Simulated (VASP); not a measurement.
# SiNi (Pmmn) in VASP: notebook

SiNi is run at these levels: BLYP, revPBE, RPBE; tasks: single point.

Everything below comes from runs of VASP 6.6.1. Logs are shortened: lines on timing, memory, paths and dates and some standing lists are left out, and cuts for length are marked.

**1. The cell of the first run**

It takes space group Pmmn (No. 59, orthorhombic). Conventional cell: a = 2.923 Å, b = 3.258 Å, c = 4.646 Å, α = 90.00°, β = 90.00°, γ = 90.00°. Within 3.1 Å of Ni (site symmetry mm2) lie 6 Si at 2.32 to 2.35 Å and 6 Ni at 2.63 to 2.92 Å. Within 3.1 Å of Si (site symmetry mm2) lie 6 Ni at 2.32 to 2.35 Å and 6 Si at 2.63 to 2.92 Å.

**2. Single point, BLYP, collinear spin, ferromagnetic start**

File INCAR:

```
SYSTEM = SiNi
AGGAC    = 1.0          
AGGAX    = 1.0          
ALDAC    = 0.0          
ALDAX    = 1.0          
ALGO     = Normal         ! electronic algorithm
EDIFF    = 1E-6           ! SCF threshold, eV
ENCUT    = 520            ! plane-wave cutoff, eV
GGA      = B5             ! functional
ISIF     = 2              ! what is computed and relaxed
ISMEAR   = -1             ! smearing method
ISPIN    = 2              ! spin polarisation
LASPH    = .TRUE.         ! aspherical terms in the spheres
LCHARG   = .FALSE.        ! write CHGCAR
LMAXMIX  = 4              ! l up to which the mixer works
LORBIT   = 11             ! projections on sites
LREAL    = .FALSE.        ! projectors in reciprocal space
LWAVE    = .FALSE.        ! write WAVECAR
MAGMOM   = 1 1 0 0        ! initial moments
NBANDS   = 26             ! bands
NELM     = 150            ! most SCF steps
PREC     = Accurate       ! precision mode
SIGMA    = 0.05           ! smearing width, eV
```

File KPOINTS:

```
k-points
0
G
  9 8 6
  0 0 0
```

File POSCAR:

```
SiNi
1.0
    2.9230199262      0.0000000000      0.0000000000
    0.0000000000      3.2583092690      0.0000000000
    0.0000000000      0.0000000000      4.6460535540
Ni Si
2 2
Direct
    0.5000000000      0.5000000000      0.3424955900
    0.0000000000      0.0000000000      0.6575044100
    0.5000000000      0.5000000000      0.8431431600
    0.0000000000      0.0000000000      0.1568568400
```

Potentials or basis: VASP PAW PBE potentials, release 64 (Ni, Si).

Launch:

```bash
> cat potpaw_PBE.64/Ni/POTCAR potpaw_PBE.64/Si/POTCAR > POTCAR
> mpirun -np 1 vasp_std > vasp.out
```

OUTCAR:

```text
SYSTEM = SiNi
   EDIFF = 1E-6
   ENCUT = 520
   GGA = B5
   ISIF = 2
   ISMEAR = -1
   ISPIN = 2
   LASPH = .TRUE.
   LORBIT = 11
   LREAL = .FALSE.
   NELM = 150
   PREC = Accurate

 ion  position               nearest neighbor table
   1  0.500  0.500  0.342-   3 2.32   3 2.33   4 2.35   4 2.35   4 2.35   4 2.35   2 2.63   2 2.63
                             2 2.63   2 2.63
   2  0.000  0.000  0.658-   4 2.32   4 2.33   3 2.35   3 2.35   3 2.35   3 2.35   1 2.63   1 2.63
                             1 2.63   1 2.63
   3  0.500  0.500  0.843-   1 2.32   1 2.33   2 2.35   2 2.35   2 2.35   2 2.35   4 2.63   4 2.63
                             4 2.63   4 2.63
   4  0.000  0.000  0.157-   2 2.32   2 2.33   1 2.35   1 2.35   1 2.35   1 2.35   3 2.63   3 2.63
                             3 2.63   3 2.63

  LATTYP: Found a simple orthorhombic cell.
 ALAT       =     2.9230199262
 B/A-ratio  =     1.1147064855
 C/A-ratio  =     1.5894703667

  Lattice vectors:

 A1 = (   2.9230199262,   0.0000000000,   0.0000000000)
 A2 = (   0.0000000000,   3.2583092690,   0.0000000000)
 A3 = (   0.0000000000,   0.0000000000,   4.6460535540)

Analysis of symmetry for initial positions (statically):
=====================================================================
 Subroutine PRICEL returns:
 Original cell was already a primitive cell.

 Routine SETGRP: Setting up the symmetry group for a
 simple orthorhombic supercell.

 Subroutine GETGRP returns: Found  8 space group operations
 (whereof  4 operations were pure point group operations)
 out of a pool of  8 trial point group operations.

The static configuration has the point symmetry C_2v.
 The point group associated with its full space group is D_2h.

Analysis of symmetry for dynamics (positions and initial velocities):
=====================================================================
 Subroutine PRICEL returns:
 Original cell was already a primitive cell.

 Routine SETGRP: Setting up the symmetry group for a
 simple orthorhombic supercell.

 Subroutine GETGRP returns: Found  8 space group operations
 (whereof  4 operations were pure point group operations)
 out of a pool of  8 trial point group operations.

The dynamic configuration has the point symmetry C_2v.
 The point group associated with its full space group is D_2h.

Analysis of structural, dynamic, and magnetic symmetry:
=====================================================================
 Subroutine PRICEL returns:
 Original cell was already a primitive cell.

[... 134 lines left out ...]
  Fermi-wavevector in a.u.,A,eV,Ry     =   1.405480  2.655973 26.876605  1.975375
  Thomas-Fermi vector in A             =   2.527937
   LORBIT       =     11    0 simple, 1 ext, 2 COOP (PROOUT), +10 PAW based schemes
   GGA     = B5    functional components
   LHFCALC =     F    Hartree Fock is set to
   AEXX    =    0.0000 exact exchange contribution
   IVDW    =     0    specifies the selected vdW correction
   LEPSILON=     F    determine dielectric tensor
   LRPA    =     F    only Hartree local field effects (RPA)
 spin polarized calculation
  energy-cutoff  :      520.00
  volume of cell :       44.25
 maximum number of plane-waves:      1210
 NGX is ok and might be reduce to    24
   NGX = 11   NGY = 13   NGZ = 17

 number of electron      28.0000005 magnetization      -0.0003230

 number of electron      28.0000005 magnetization       0.0000341

 Free energy of the ion-electron system (eV)
  ---------------------------------------------------
  ext. energy  EPLUGINS =         0.00000000
  ---------------------------------------------------
  free energy    TOTEN  =       -19.16924049 eV

  energy without entropy =      -19.16146018  energy(sigma->0) =      -19.16535034

 E-fermi :  12.5898     XC(G=0): -12.0823

 val. band max:       12.5353226972   @ k =   0.4444   0.3750   0.5000
 cond. band min:      12.6226244627   @ k =   0.4444   0.5000   0.3333
 fundamental gap:      0.0873017655
 Fermi energy:        12.5897915211

 spin component 1

 k-point     1 :       0.0000    0.0000    0.0000
  band No.  band energies     occupation
      1      -1.6992      1.00000
      2       4.1317      1.00000
      3       5.8850      1.00000
      4       8.1640      1.00000
      5       8.6347      1.00000
      6       9.4435      1.00000
[... 685 lines left out ...]
     25      29.8317      0.00000
     26      29.8317      0.00000

 [... further k-points ...]

 spin component 2

 k-point     1 :       0.0000    0.0000    0.0000
  band No.  band energies     occupation
      1      -1.6991      1.00000
      2       4.1318      1.00000
      3       5.8850      1.00000
      4       8.1641      1.00000
      5       8.6347      1.00000
      6       9.4435      1.00000
[... 685 lines left out ...]
     25      29.8317      0.00000
     26      29.8317      0.00000

 [... further k-points ...]
[... 5 lines left out ...]
  --------------------------------------------------------------------------------------
  -------------------------------------------------------------------------------------
  Total        6.0977241      5.9419189      5.3238055      0.0000000      0.0000000      0.0000000
  in kB      220.7852537    215.1438888    192.7633542      0.0000000      0.0000000      0.0000000
  external PRESSURE =     209.5641656 kB  Pullay stress =       0.0000000 kB

 VOLUME and BASIS-vectors are now :
 -----------------------------------------------------------------------------
  energy-cutoff  :      520.00
  volume of cell :       44.25
      direct lattice vectors                 reciprocal lattice vectors
     2.923019926  0.000000000  0.000000000     0.342111934  0.000000000  0.000000000
     0.000000000  3.258309269  0.000000000     0.000000000  0.306907638  0.000000000
     0.000000000  0.000000000  4.646053554     0.000000000  0.000000000  0.215236434

 POSITION                                       TOTAL-FORCE (eV/Angst)
 -----------------------------------------------------------------------------------
      1.46151      1.62915      1.59125         0.000000      0.000000     -0.054095
      0.00000      0.00000      3.05480         0.000000      0.000000      0.054095
      1.46151      1.62915      3.91729         0.000000      0.000000     -0.096092
      0.00000      0.00000      0.72877         0.000000      0.000000      0.096092
 -----------------------------------------------------------------------------------
    total drift:                                0.000000      0.000000     -0.000000

  FREE ENERGIE OF THE ION-ELECTRON SYSTEM (eV)
  ---------------------------------------------------
  free  energy   TOTEN  =       -19.1692404875 eV

  energy  without entropy=      -19.1614601829  energy(sigma->0) =      -19.16535034

 total charge

# of ion       s       p       d       tot
------------------------------------------
    1        0.497   0.641   8.537   9.675
    2        0.497   0.641   8.537   9.675
    3        0.758   0.894   0.000   1.652
    4        0.758   0.894   0.000   1.652
--------------------------------------------------
tot          2.511   3.070  17.073  22.655

 magnetization (x)

# of ion       s       p       d       tot
------------------------------------------
    1       -0.000  -0.000   0.000   0.000
    2       -0.000  -0.000   0.000   0.000
    3       -0.000   0.000   0.000  -0.000
    4       -0.000   0.000   0.000  -0.000
--------------------------------------------------
tot         -0.000  -0.000   0.000   0.000
```

OSZICAR:

```text
N       E                     dE             d eps       ncg     rms          rms(c)
DAV:   1     0.155640851762E+03    0.15564E+03   -0.11926E+04 10456   0.129E+03
DAV:   2    -0.116195227011E+02   -0.16726E+03   -0.15462E+03 10504   0.265E+02
DAV:   3    -0.216405208571E+02   -0.10021E+02   -0.96907E+01 12442   0.729E+01
DAV:   4    -0.218498974515E+02   -0.20938E+00   -0.20880E+00 12240   0.957E+00
DAV:   5    -0.218554465857E+02   -0.55491E-02   -0.55481E-02 12878   0.164E+00    0.198E+01
DAV:   6    -0.257875003542E+02   -0.39321E+01   -0.35630E+01 12578   0.111E+02    0.227E+01
DAV:   7    -0.191819128564E+02    0.66056E+01   -0.15079E+01 12566   0.719E+01    0.292E+00
DAV:   8    -0.191971531291E+02   -0.15240E-01   -0.76482E-01 15106   0.813E+00    0.216E+00
DAV:   9    -0.191689729046E+02    0.28180E-01   -0.93312E-02 14044   0.444E+00    0.450E-01
DAV:  10    -0.191691255398E+02   -0.15264E-03   -0.34501E-03 13072   0.512E-01    0.241E-01
DAV:  11    -0.191691951900E+02   -0.69650E-04   -0.35578E-04 15580   0.208E-01    0.141E-01
DAV:  12    -0.191692457955E+02   -0.50606E-04   -0.18645E-04 15232   0.197E-01    0.359E-02
DAV:  13    -0.191692428115E+02    0.29840E-05   -0.16657E-05 14646   0.422E-02    0.148E-02
DAV:  14    -0.191692411133E+02    0.16983E-05   -0.10373E-06  7420   0.137E-02    0.606E-03
DAV:  15    -0.191692404875E+02    0.62579E-06   -0.91412E-07  6244   0.800E-03
   1 F= -.19169240E+02 E0= -.19165350E+02  d E =-.778030E-02  mag=     0.0000
```

Wall time 2.3 min (1 thread of AMD EPYC 9R14 (Zen 4), shared host); peak memory 0.25 GiB.

Results:

| Quantity | Value |
| --- | --- |
| Free energy | -19.1692 eV |
| Pressure | 21.0 GPa |
| Largest force | 0.096 eV/Å |
| Band gap on the k mesh | zero (filled and empty bands overlap) |
| Net moment | 0.00 μB per cell |
| Valence electrons inside the program's atomic spheres | Ni 9.68; Si 1.65 |

Forces on the atoms (eV/Å):
```
Ni   0.000  0.000 -0.054
Ni   0.000  0.000  0.054
Si   0.000  0.000 -0.096
Si   0.000  0.000  0.096
```

Caveat: the PAW data sets were made with another functional, which shifts forces and pressure a little.

**3. Single point, revPBE, collinear spin, ferromagnetic start**

This run uses another cell than the first one, of 11.88 Å³/atom, 1.074 times its volume.

File INCAR:

```
SYSTEM = SiNi
PREC     = Accurate       ! precision mode
ENCUT    = 520            ! plane-wave cutoff, eV
EDIFF    = 1E-6           ! SCF threshold, eV
ISMEAR   = -1             ! smearing method
SIGMA    = 0.05           ! smearing width, eV
LREAL    = .FALSE.        ! projectors in reciprocal space
LASPH    = .TRUE.         ! aspherical terms in the spheres
NELM     = 150            ! most SCF steps
ALGO     = Normal         ! electronic algorithm
ISIF     = 2              ! what is computed and relaxed
LWAVE    = .FALSE.        ! write WAVECAR
LCHARG   = .FALSE.        ! write CHGCAR
ISPIN    = 2              ! spin polarisation
MAGMOM   = 1 1 0 0        ! initial moments
LORBIT   = 11             ! projections on sites
LMAXMIX  = 4              ! l up to which the mixer works
GGA      = RE             ! functional
NBANDS   = 26             ! bands
```

File KPOINTS:

```
regular mesh
0
G
  9 8 6
  0 0 0
```

File POSCAR:

```
SiNi
1.0
    3.0132082432      0.0000000000      0.0000000000
    0.0000000000      3.3350386597      0.0000000000
    0.0000000000      0.0000000000      4.7284370557
Ni Si
2 2
Direct
    0.5000000000      0.5000000000      0.3419683178
    0.0000000000      0.0000000000      0.6580316822
    0.5000000000      0.5000000000      0.8431693965
    0.0000000000      0.0000000000      0.1568306035
```

Potentials or basis: VASP PAW PBE potentials, release 64 (Ni, Si).

Launch:

```bash
> cat potpaw_PBE.64/Ni/POTCAR potpaw_PBE.64/Si/POTCAR > POTCAR
> mpirun -np 1 vasp_std > vasp.out
```

Run time: 5.9 min. Hardware: 1 thread of Intel Xeon Platinum 8259CL at 2.50GHz (Skylake/Cascade Lake), shared host; peak memory 0.3 GiB.

It converged, with:

```yaml
Free_energy: -22.2979 eV
Pressure: -0.1 GPa
Largest_force: 0.006 eV/Å
Band_gap_on_the_k_mesh: zero (filled and empty bands overlap)
Net_moment: 0.00 μB per cell
Valence_electrons_inside_the_program's_atomic_spheres: Ni 9.48; Si 1.59
```

Forces on the atoms (eV/Å):
```
Ni   0.000  0.000  0.002
Ni   0.000  0.000 -0.002
Si   0.000  0.000  0.006
Si   0.000  0.000 -0.006
```

Stress tensor (GPa, compression positive):
```
-0.21  0.00  0.00
 0.00 -0.16  0.00
 0.00  0.00  0.16
```

Levels at points of the mesh, in eV from the Fermi level:
Spin up:
```csv
k point,band 10,band 11,band 12,band 13,band 14,band 15,band 16,band 17,band 18,band 19
"(0.00, 0.00, 0.00)",-2.53,-2.21,-1.91,-1.90,-1.26,1.05,2.61,5.03,5.27,6.88
"(0.00, 0.50, 0.00)",-2.59,-2.14,-2.14,-2.06,-2.06,1.15,1.15,4.67,4.67,7.53
"(0.00, 0.00, 0.50)",-2.64,-2.54,-1.95,1.07,1.66,2.11,2.35,2.67,3.51,4.25
"(0.00, 0.50, 0.50)",-2.38,-1.92,-1.92,-1.92,-1.92,5.09,5.09,5.21,5.21,7.09
```
Spin down:
```
           k point  band 12  band 13  band 14  band 15  band 16  band 17
(0.00, 0.00, 0.00)    -1.91    -1.90    -1.26     1.05     2.61     5.03
(0.00, 0.50, 0.00)    -2.14    -2.06    -2.06     1.15     1.15     4.67
(0.00, 0.00, 0.50)    -1.95     1.07     1.66     2.11     2.35     2.67
(0.00, 0.50, 0.50)    -1.92    -1.92    -1.92     5.09     5.09     5.21
```

Caveat: the PAW data sets were made with another functional, which shifts forces and pressure a little.

**4. Single point, RPBE, collinear spin, ferromagnetic start**

This run uses another cell than the first one, of 11.95 Å³/atom, 1.080 times its volume.

File INCAR:

```
SYSTEM = SiNi
  ALGO = Normal
  EDIFF = 1E-7
  ENCUT = 520
  GGA = RP
  ISIF = 2
  ISMEAR = -1
  ISPIN = 2
  LASPH = .True.
  LCHARG = .False.
  LMAXMIX = 4
  LORBIT = 11
  LREAL = .False.
  LWAVE = .False.
  MAGMOM = 1 1 0 0
  NBANDS = 26
  NELM = 150
  PREC = Accurate
  SIGMA = 0.05
```

File KPOINTS:

```
k-points
0
Gamma
  9 8 6
  0 0 0
```

File POSCAR:

```
SiNi
1.0
    3.0193689057      0.0000000000      0.0000000000
    0.0000000000      3.3405440689      0.0000000000
    0.0000000000      0.0000000000      4.7371486190
Ni Si
2 2
Direct
    0.5000000000      0.5000000000      0.3418759997
    0.0000000000      0.0000000000      0.6581240003
    0.5000000000      0.5000000000      0.8433741822
    0.0000000000      0.0000000000      0.1566258178
```

Launch:

```bash
> cat potpaw_PBE.64/Ni/POTCAR potpaw_PBE.64/Si/POTCAR > POTCAR
> mpirun -np 1 vasp_std > vasp.out
```

Run time: 5.7 min. Hardware: 1 thread of Intel Xeon Platinum 8259CL at 2.50GHz (Skylake/Cascade Lake), shared host; peak memory 0.29 GiB.

It converged, with:

```yaml
Free_energy: -21.9343 eV
Pressure: -0.1 GPa
Largest_force: 0.008 eV/Å
Band_gap_on_the_k_mesh: zero (filled and empty bands overlap)
Net_moment: 0.00 μB per cell
Valence_electrons_inside_the_program's_atomic_spheres: Ni 9.46; Si 1.59
```

Forces on the atoms (eV/Å):
```
Ni   0.000  0.000  0.000
Ni   0.000  0.000  0.000
Si   0.000  0.000  0.008
Si   0.000  0.000 -0.008
```

Stress tensor (GPa, compression positive):
```
-0.28  0.00  0.00
 0.00 -0.23  0.00
 0.00  0.00  0.08
```

Levels at points of the mesh, in eV from the Fermi level:
Spin up:
```tsv
k point	band 12	band 13	band 14	band 15	band 16	band 17
(0.00, 0.00, 0.00)	-1.89	-1.88	-1.25	1.04	2.59	5.01
(0.00, 0.50, 0.00)	-2.13	-2.04	-2.04	1.14	1.14	4.65
(0.00, 0.00, 0.50)	-1.93	1.06	1.67	2.10	2.35	2.65
(0.00, 0.50, 0.50)	-1.91	-1.90	-1.90	5.06	5.06	5.20
```
Spin down:
| k point | band 12 | band 13 | band 14 | band 15 | band 16 | band 17 |
| --- | --- | --- | --- | --- | --- | --- |
| (0.00, 0.00, 0.00) | -1.89 | -1.88 | -1.25 | 1.04 | 2.59 | 5.01 |
| (0.00, 0.50, 0.00) | -2.13 | -2.04 | -2.04 | 1.14 | 1.14 | 4.65 |
| (0.00, 0.00, 0.50) | -1.93 | 1.06 | 1.67 | 2.10 | 2.35 | 2.65 |
| (0.00, 0.50, 0.50) | -1.91 | -1.90 | -1.90 | 5.06 | 5.06 | 5.20 |

Caveat: the PAW data sets were made with another functional, which shifts forces and pressure a little.

**5. Summary**

```csv
level,cell,gap on the mesh (eV),pressure (GPa),moment (μB),largest force (eV/Å)
BLYP,"a = 2.923, b = 3.258, c = 4.646 Å, 4 atoms",none,21.0,0.00,0.10
revPBE,"a = 3.013, b = 3.335, c = 4.728 Å, 4 atoms",none,-0.1,0.00,0.01
RPBE,"a = 3.019, b = 3.341, c = 4.737 Å, 4 atoms",none,-0.1,0.00,0.01
```

Alike in all rows: task single point; potentials or basis VASP PAW PBE potentials, release 64 (Ni, Si); spin collinear, ferromagnetic start; k mesh 9 × 8 × 6; cutoff (eV) 520; smearing fermi-dirac 0.05 eV.

Caveats: the PAW data sets were made with another functional, which shifts forces and pressure a little.

Total energies depend on the potentials used, so only differences within one code and one set of settings carry meaning.
